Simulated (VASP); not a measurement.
Runs of VASP 6.6.1 on CoSn. The structure is that of space group P6/mmm (No. 191), or close to it. The cells are those of the table. 

```csv
task,cell,k mesh,cutoff (eV),gap on the mesh (eV),pressure (GPa)
single point,"a = 5.191, b = 5.191, c = 4.274 Å, angles 90.0, 90.0, 120.0°, 6 atoms",12 × 12 × 8,520,none,4.2
single point,"a = 5.085, b = 5.085, c = 4.332 Å, angles 90.0, 90.0, 120.0°, 6 atoms",12 × 12 × 8,520,none,(b)
single point,"a = 5.133, b = 5.133, c = 4.099 Å, angles 90.0, 90.0, 120.0°, 6 atoms",9 × 9 × 8,520,none,15.0
relaxation of shape and atoms at fixed volume,"relaxed from a = 5.349, b = 5.349, c = 4.272 Å, angles 90.0, 90.0, 120.0°, 6 atoms",12 × 12 × 8,600,none,-3.5
single point,"a = 5.400, b = 5.400, c = 4.313 Å, angles 90.0, 90.0, 120.0°, 6 atoms",12 × 12 × 8,600,none,-6.5
single point,"a = 5.400, b = 5.400, c = 4.313 Å, angles 90.0, 90.0, 120.0°, 6 atoms",12 × 12 × 8,520,none,-6.5
single point,"a = 5.349, b = 5.349, c = 4.272 Å, angles 90.0, 90.0, 120.0°, 6 atoms",12 × 12 × 8,600,none,-3.6
single point,"a = 5.269, b = 5.269, c = 4.209 Å, angles 90.0, 90.0, 120.0°, 6 atoms",12 × 12 × 8,520,none,(a)
relaxation of shape and atoms at fixed volume,"relaxed from a = 5.400, b = 5.400, c = 4.313 Å, angles 90.0, 90.0, 120.0°, 6 atoms",12 × 12 × 8,600,none,-6.5
single point,"a = 5.243, b = 5.243, c = 4.188 Å, angles 90.0, 90.0, 120.0°, 6 atoms",12 × 12 × 8,520,none,4.0
single point,"a = 5.188, b = 5.188, c = 4.144 Å, angles 90.0, 90.0, 120.0°, 6 atoms",9 × 9 × 8,520,none,9.0
single point,"a = 5.191, b = 5.191, c = 4.281 Å, angles 90.0, 90.0, 120.0°, 6 atoms",12 × 12 × 8,520,none,3.9
```

Alike in all rows: level PBE; potentials or basis VASP PAW PBE potentials, release 64 (Co, Sn_d); no spin polarisation; smearing gaussian 0.1 eV.

Question: Fill in the values left out.

Answer: (a) 1.9; (b) 9.1.

Caveats: spin-orbit coupling is left out, which moves the levels of the heavy elements; the run has no spin polarisation, though such a crystal can be magnetic; the cell stands under pressure (at least some runs); the cell stands under tension (at least some runs); the relaxation stopped at its first step, so nothing moved (at least some runs).

A k mesh can miss the band edges, and the runs leave out spin-orbit coupling on Sn.

A gap of «none» marks levels without a gap at the run's occupations.
